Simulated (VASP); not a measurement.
## InSb (sol): single point with PBEsol

InSb (sol):

```
In Sb
1.0
     0.00000    3.26042    3.26042
     3.26042    0.00000    3.26042
     3.26042    3.26042    0.00000
In Sb
1 1
Cartesian
  0.0000 0.0000 0.0000
  4.8906 4.8906 4.8906
```

```json
{
 "Program": "VASP 6.6.1",
 "Task": "single point",
 "Functional": "PBEsol",
 "Potentials or basis": "VASP PAW PBE potentials, release 64 (In_d, Sb)",
 "Cutoff": "520 eV",
 "k mesh": "12 × 12 × 12",
 "Occupations": "fermi-dirac, width 0.15 eV",
 "Spin": "no spin polarisation"
}
```

```json
{"Pressure": "0.0 GPa", "Band gap on the k mesh": "zero (filled and empty bands touch)"}
```

Levels at points of the mesh, in eV from the Fermi level:
| k point | band 5 | band 6 | band 7 | band 8 | band 9 | band 10 | band 11 | band 12 | band 13 | band 14 |
| --- | --- | --- | --- | --- | --- | --- | --- | --- | --- | --- |
| (0.00, 0.00, 0.00) | -14.66 | -10.87 | -0.61 | -0.24 | -0.24 | -0.24 | 2.69 | 2.69 | 2.69 | 5.31 |
| (0.50, 0.00, 0.00) | -14.65 | -9.54 | -5.81 | -1.22 | -1.22 | 0.20 | 3.54 | 3.54 | 5.73 | 7.82 |
| (0.50, 0.50, 0.00) | -14.65 | -8.95 | -6.11 | -2.45 | -2.45 | 1.04 | 1.05 | 7.77 | 7.77 | 8.34 |

It took 47 s on 1 thread of AMD EPYC 9R45 96-Core Processor (Zen 5), on a shared host, peak memory 0.22 GiB.

Caveat: the PAW data sets were made with another functional, which shifts forces and pressure a little; spin-orbit coupling is left out, which moves the levels of the heavy elements.
